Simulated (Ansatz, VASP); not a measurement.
## GaP in VASP and in Ansatz

File POSCAR:

```
GaP
1.0
    0.0000000000      2.7252500000      2.7933812500
    2.7252500000      0.0000000000      2.7933812500
    2.7252500000      2.7252500000      0.0000000000
Ga P
1 1
Direct
    0.0000000000      0.0000000000      0.0000000000
    0.7500000000      0.7500000000      0.7500000000
```

Contents of INCAR.step1:

```
PREC = Accurate ; ENCUT = 520
ISMEAR = 0 ; SIGMA = 0.05
LREAL = False ; LASPH = True
NELM = 100 ; NBANDS = 16
GGA = PE ; ALGO = Normal
EDIFF = 1E-4 ; LWAVE = True
LCHARG = False
```

The input INCAR.step2:

```
PREC = Accurate ; ENCUT = 520
EDIFF = 1E-7 ; ISMEAR = 0
SIGMA = 0.05 ; LREAL = False
LASPH = True ; NELM = 100
ALGO = Normal ; ISIF = 2
LWAVE = False ; LCHARG = True
METAGGA = R2SCAN ; LMIXTAU = True
LELF = True ; LVHAR = True
NBANDS = 16 ; ISTART = 1
```

File KPOINTS:

```
regular mesh
0
Gamma
  8 8 8
```

Input for Ansatz:

```yaml
crystal:
  lattice:
    - [0.0, 2.72525, 2.79338125]
    - [2.72525, 0.0, 2.79338125]
    - [2.72525, 2.72525, 0.0]
  atoms:
    - { symbol: Ga, position: [0.0, 0.0, 0.0] }
    - { symbol: P, position: [0.75, 0.75, 0.75] }
basis:
  ecutwfc: 500
kpoints:
  mp_grid: { grid: [8, 8, 8] }
hamiltonian:
  xc: r2scan
scf:
  occupations: { method: gaussian, width: 0.05 }
output:
  forces: true
  stress: true
  eigenvalues: true
```

Change from the starting cell: strain +0.0250 x Voigt [0, 0, 1, 0, 0, 0], atoms carried along.

Alike in both runs: task single point; functional r2SCAN; k mesh 8 × 8 × 8; occupations gaussian, width 0.05 eV; no spin polarisation.

|  | VASP | Ansatz |
| --- | --- | --- |
| version | VASP 6.6.1 | Ansatz 0.2.0 |
| potentials or method | VASP PAW PBE potentials, release 64 (Ga_d, P), cutoff 520 eV | scalar-relativistic, plane waves, PAW |
| valence electrons in the cell | 18 | 18 |

```tsv
	VASP	Ansatz	Ansatz less VASP
gap on the k mesh at the Fermi level (eV)	1.81	1.80	-0.008
least direct gap on the mesh (eV)	2.07	2.09	+0.020
pressure (GPa)	-2.1	-2.0	+0.07
traceless stress, the component that is largest in VASP (GPa)	-1.40	-1.40	+0.007
```

VASP's potentials were made for PBE, not for r2SCAN.
